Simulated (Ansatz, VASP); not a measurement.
**One calculation of Ti4H, two programs**

```
CELL_PARAMETERS angstrom
-2.64747 2.64747 2.64747
2.64747 -2.64747 2.64747
2.64747 2.64747 -2.64747
ATOMIC_POSITIONS crystal
Ti 0.00000 0.00000 0.50000
Ti 0.00000 0.50000 0.00000
Ti 0.50000 0.00000 0.00000
Ti 0.50000 0.50000 0.50000
H 0.00000 0.00000 0.00000
```

Change from the starting cell: species swapped into the MnGa4 type (Im-3m, No. 229).

Alike in both runs: functional PBE; k mesh 10 × 10 × 10; occupations gaussian, width 0.1 eV; no spin polarisation.

Ansatz relaxed the structure, and its values are those at the end. VASP's run is a single point on that final structure, the one shown.

|  | VASP | Ansatz |
| --- | --- | --- |
| version | VASP 6.6.1 | Ansatz 0.2.0 |
| potentials or method | VASP PAW PBE potentials, release 64 (Ti_sv, H), cutoff 520 eV | scalar-relativistic, plane waves, PAW |
| valence electrons in the cell | 49 | 49 |

|  | VASP | Ansatz | Ansatz less VASP |
| --- | --- | --- | --- |
| gap on the k mesh at the Fermi level (eV) | none | none | - |
| pressure (GPa) | -0.2 | 0.0 | +0.14 |

A gap of «none» marks a metal or a gap that the smearing closes.
